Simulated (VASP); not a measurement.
Runs of VASP 6.6.1 on Ti. The structure is that of space group Fm-3m (No. 225), or close to it. The cells are those of the table. 

```tsv
spin	fixed moment (μB)	cell	gap on the mesh (eV)	pressure (GPa)	moment (μB)
off	-	a = 2.786 Å, angles 60.0°, 1 atom	none	(a)	-
off	-	a = 2.965 Å, angles 60.0°, 1 atom	none	(c)	-
off	-	a = 3.020 Å, angles 60.0°, 1 atom	none	-10.0	-
collinear, ferromagnetic start	1.0	a = 2.848 Å, angles 60.0°, 1 atom	-	10.3	1.00
collinear, ferromagnetic start	0.875	a = 2.721 Å, angles 60.0°, 1 atom	-	(b)	0.87
collinear, ferromagnetic start	0.75	a = 2.786 Å, angles 60.0°, 1 atom	-	19.0	0.75
collinear, ferromagnetic start	0.375	a = 2.721 Å, angles 60.0°, 1 atom	-	29.8	0.38
off	-	a = 2.848 Å, angles 60.0°, 1 atom	none	7.1	-
```

Alike in all rows: task single point; level PBE; potentials or basis VASP PAW PBE potentials, release 64 (Ti_sv); k mesh 20 × 20 × 20; cutoff (eV) 520; smearing gaussian 0.15 eV.

Fill in the values left out.

(a) 16.6; (b) 33.0; (c) -5.9.

Caveats: the total moment is fixed, so each spin has its own Fermi level (some runs).

A gap of «none» marks levels without a gap at the run's occupations.
